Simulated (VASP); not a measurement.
SnO, 4 atoms in the cell. The structure is orthorhombic, space group Pmma (No. 51). The conventional cell has a = 5.936 Å, b = 3.303 Å, c = 3.815 Å, α = 90.00°, β = 90.00°, γ = 90.00°. Within 2.7 Å of Sn (site symmetry mm2) lie 2 O at 2.06 Å. Within 2.7 Å of O (site symmetry mm2) lie 2 Sn at 2.06 Å. 

* Program: VASP 6.6.1
* Task: single point
* Functional: PBE
* Potentials or basis: VASP PAW PBE potentials, release 64 (Sn_d, O)
* Cutoff: 520 eV
* k mesh: 8 × 14 × 12
* Occupations: gaussian, width 0.1 eV
* Spin: no spin polarisation
* Dipole correction: no
* Further INCAR settings: ALGO = Normal; EDIFF = 1e-06; NBANDS = 28

Potentials or basis: VASP PAW PBE potentials, release 64 (Sn_d, O).

Command:

```sh
$ cat potpaw_PBE.64/Sn_d/POTCAR potpaw_PBE.64/O/POTCAR > POTCAR
$ mpirun -np 1 vasp_std > vasp.out
```

Hardware: 1 thread of Intel(R) Xeon(R) Platinum 8259CL CPU @ 2.50GHz (Skylake/Cascade Lake) (shared host).

Question: How long does it take, and how much memory?

Answer: It took 6.1 min on 1 thread of Intel(R) Xeon(R) Platinum 8259CL CPU @ 2.50GHz (Skylake/Cascade Lake), with other jobs on the host, peak memory 0.54 GiB. Counts: scf iterations 14, k points 280.
